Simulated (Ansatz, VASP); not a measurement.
ZrS2 in VASP and in Ansatz

Contents of POSCAR:

```
ZrS2
1.0
    3.6376550941      0.0000000000      0.0000000000
   -1.8188275470      3.1503017217      0.0000000000
    0.0000000000      0.0000000000      5.8861405555
Zr S
1 2
Direct
    0.0000000000      0.0000000000      0.0000000000
    0.3333333333      0.6666666667      0.2479262884
    0.6666666667      0.3333333333      0.7520737116
```

File INCAR.step1:

```
SYSTEM = ZrS2
ALGO     = Normal         ! electronic algorithm
EDIFF    = 1E-5           ! SCF threshold, eV
ENCUT    = 550            ! plane-wave cutoff, eV
GGA      = PE             ! functional
GGA_COMPAT= .False.      
ISMEAR   = 0              ! smearing method
LASPH    = .True.         ! aspherical terms in the spheres
LCHARG   = .False.        ! write CHGCAR
LREAL    = .False.        ! projectors in reciprocal space
LWAVE    = .True.         ! write WAVECAR
NBANDS   = 19             ! bands
NELM     = 120            ! most SCF steps
PREC     = Accurate       ! precision mode
SIGMA    = 0.01           ! smearing width, eV
```

Contents of INCAR.step2:

```
SYSTEM = ZrS2
ALGO     = Normal         ! electronic algorithm
EDIFF    = 1E-6           ! SCF threshold, eV
ENCUT    = 550            ! plane-wave cutoff, eV
GGA_COMPAT= .False.      
ISIF     = 2              ! what is computed and relaxed
ISMEAR   = 0              ! smearing method
ISTART   = 1            
LASPH    = .True.         ! aspherical terms in the spheres
LCHARG   = .True.         ! write CHGCAR
LELF     = .True.         ! ELF
LMIXTAU  = .True.       
LREAL    = .False.        ! projectors in reciprocal space
LVHAR    = .True.       
LWAVE    = .False.        ! write WAVECAR
METAGGA  = R2SCAN         ! meta-GGA
NBANDS   = 19             ! bands
NELM     = 120            ! most SCF steps
PREC     = Accurate       ! precision mode
SIGMA    = 0.01           ! smearing width, eV
```

File KPOINTS:

```
k-points
0
Gamma
  12 12 4
  0 0 0
```

Input for Ansatz:

```yaml
crystal:
  lattice:
    - [3.6376550941, 0.0, 0.0]
    - [-1.818827547, 3.1503017217, 0.0]
    - [0.0, 0.0, 5.8861405555]
  atoms:
    - { symbol: Zr, position: [0.0, 0.0, 0.0] }
    - { symbol: S, position: [0.3333333333, 0.6666666667, 0.2479262884] }
    - { symbol: S, position: [0.6666666667, 0.3333333333, 0.7520737116] }
kpoints:
  mp_grid: { grid: [12, 12, 4] }
  band_path:
    path:
      - [0.0, 0.0, 0.0]
      - [0.5, 0.0, 0.0]
      - [0.3333333333, 0.3333333333, 0.0]
      - [0.0, 0.0, 0.5]
      - [0.5, 0.0, 0.5]
      - [0.3333333333, 0.3333333333, 0.5]
      - [-0.088542, 0.005208, 0.005208]
      - [0.0, 0.5, 0.5]
    npoints: 1
hamiltonian:
  xc: r2scan
scf:
  occupations: { method: fixed }
  n_extra_bands: 4
output:
  forces: true
  stress: true
  eigenvalues: true
  write_density: true
  write_potential: true
  elf: true
  volumetric_format: npy
```

Change from the starting cell: epitaxial_xy strain -1.0%.

Alike in both runs: task single point; functional r2SCAN; k mesh 12 × 12 × 4; no spin polarisation.

|  | VASP | Ansatz |
| --- | --- | --- |
| version | VASP 6.6.1 | Ansatz 0.2.0 |
| potentials or method | VASP PAW PBE potentials, release 64 (Zr_sv, S) | plane waves, PAW |
| plane-wave cutoff (eV) | 550 | 500 |
| occupations | gaussian, width 0.01 eV | fixed |
| valence electrons in the cell | 24 | 24 |

Ansatz gave:

```
gap on the k mesh at the Fermi level (eV)                     : 1.13
pressure (GPa)                                                : 2.1
traceless stress, the component that is largest in VASP (GPa) : -1.14
rms of the force components (eV/Å)                            : 0.019
```

Task: What did VASP give for the same quantities?

Result: gap on the k mesh at the Fermi level (eV): 1.13; pressure (GPa): 2.0; traceless stress, the component that is largest in VASP (GPa): -1.11; rms of the force components (eV/Å): 0.018.

VASP's potentials were made for PBE, not for r2SCAN. Atom by atom the forces differ by 0.001 eV/Å (rms over components).
